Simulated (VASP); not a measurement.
Write the native input for VASP 6.6.1 that does the following.

| Property | Result |
| --- | --- |
| Task | single point |
| Functional | PBE |
| Potentials or basis | VASP PAW PBE potentials, release 64 (Ta_pv, C) |
| Cutoff | 520 eV |
| k mesh | 2 × 2 × 2 |
| Occupations | gaussian, width 0.05 eV |
| Spin | collinear spin, zero start |
| Dipole correction | no |
| Further INCAR settings | LREAL = Auto; ALGO = Normal; EDIFF = 1e-06; NBANDS = 134 |

The structure of TaC47 (a cell with a defect) lies in POSCAR:

```
TaC47
1.0
    3.7050000000     -2.1390830000     -6.7900000000
    3.7050000000     -2.1390830000      6.7900000000
   -7.4100000000     -4.2781650000      0.0000000000
Ta C
1 47
Direct
   -0.0281333255      0.1562897568      0.0571365340
    0.5314637337      0.5154429094      0.0121449957
    0.6794765154      0.6946791781      0.8431608674
    0.1992162785      0.1850012648      0.8407608961
    0.3655253878      0.3484269071      0.6789334698
    0.8449535045      0.8607404223      0.6774215219
    0.0304420097      0.0131895198      0.5138741850
    0.5241201497      0.5178889972      0.5113446888
    0.6972992562      0.6803186950      0.3473851874
    0.2000827759      0.1774733975      0.3498170867
    0.3697579009      0.3494196194      0.1788383170
    0.8591119169      0.8415792932      0.1821492583
    0.7143399146      0.2355433301     -0.0148905062
    0.2245685298      0.7284533118     -0.0139019500
    0.3893715916      0.8948413845      0.8190428604
    0.8896699781      0.3970570492      0.8186780972
    0.0592673903      0.5605289689      0.6530911338
    0.5567456991      0.0611914168      0.6518719995
    0.7258375456      0.2268017302      0.4863423675
    0.2260132148      0.7275562602      0.4866049989
    0.3932775381      0.8930889486      0.3196976662
    0.8898294084      0.3966177554      0.3210790743
    0.0569592525      0.5651363025      0.1531248897
    0.5558830330      0.0617689882      0.1532821352
    0.2060911862      0.1975140785      0.0081527757
    0.6886896637      0.6862217762      0.0115808021
    0.8201057605      0.8733547209      0.8371956645
    0.3673193642      0.3481327005      0.8434509904
    0.5246309228      0.5190471717      0.6774871055
    1.0219797642      0.0206690549      0.6777822371
    0.2006840540      0.1790322629      0.5161680980
    0.6898530582      0.6848524995      0.5122418368
    0.8635370159      0.8426887093      0.3481161652
    0.3625037755      0.3458683614      0.3445352339
    0.5361170043      0.5155406182      0.1800990852
    1.0247724812      0.0107682832      0.1916903327
    0.5527002273      0.0632715037     -0.0141961807
    0.0569600862      0.5639506114     -0.0144229357
    0.2248090458      0.7277312499      0.8193788207
    0.7205048011      0.2312213081      0.8179025346
    0.8920066652      0.3942855207      0.6526997007
    0.3908791030      0.8944243004      0.6524457036
    0.5593502441      0.0596207613      0.4860334606
    0.0592336074      0.5609201561      0.4869559798
    0.2264521413      0.7278451671      0.3199544736
    0.7238393695      0.2279210336      0.3202826460
    0.8845773740      0.4028590073      0.1537491197
    0.3916542215      0.8942103065      0.1529130869
```

The input as run:

INCAR

```
ALGO = Normal ; EDIFF = 1E-6
ENCUT = 520 ; GGA = PE
GGA_COMPAT = F ; ISIF = 2
ISMEAR = 0 ; ISPIN = 2
LASPH = T ; LCHARG = F
LMAXMIX = 4 ; LORBIT = 11
LREAL = Auto ; LWAVE = F
MAGMOM = 0 0 0 0 0 0 0 0 0 0 0 0 0 0 0 0 0 0 0 0 0 0 0 0 0 0 0 0 0 0 0 0 0 0 0 0 0 0 0 0 0 0 0 0 0 0 0 0 ; NBANDS = 134
NELM = 200 ; PREC = Accurate
SIGMA = 0.05
```

KPOINTS

```
k-points
0
Gamma
  2 2 2
```

Potentials or basis: VASP PAW PBE potentials, release 64 (Ta_pv, C).

Command:

```console
$ cat potpaw_PBE.64/Ta_pv/POTCAR potpaw_PBE.64/C/POTCAR > POTCAR
$ mpirun -np 1 vasp_std > vasp.out
```

Results of the run:

```
Pressure                                              : 5.2 GPa
Largest force                                         : 0.094 eV/Å
Net moment                                            : 0.00 μB per cell
Valence electrons inside the program's atomic spheres : Ta 9.17; C 2.65, 2.63, 2.67, 2.68, 2.64, 2.59, 2.66 (each value once)
```

Caveat: the k points lie up to 0.48 Å⁻¹ apart.

Wall time 26 min on 1 thread of AMD EPYC 9R14 (Zen 4), with other jobs on the host, peak memory 0.99 GiB.
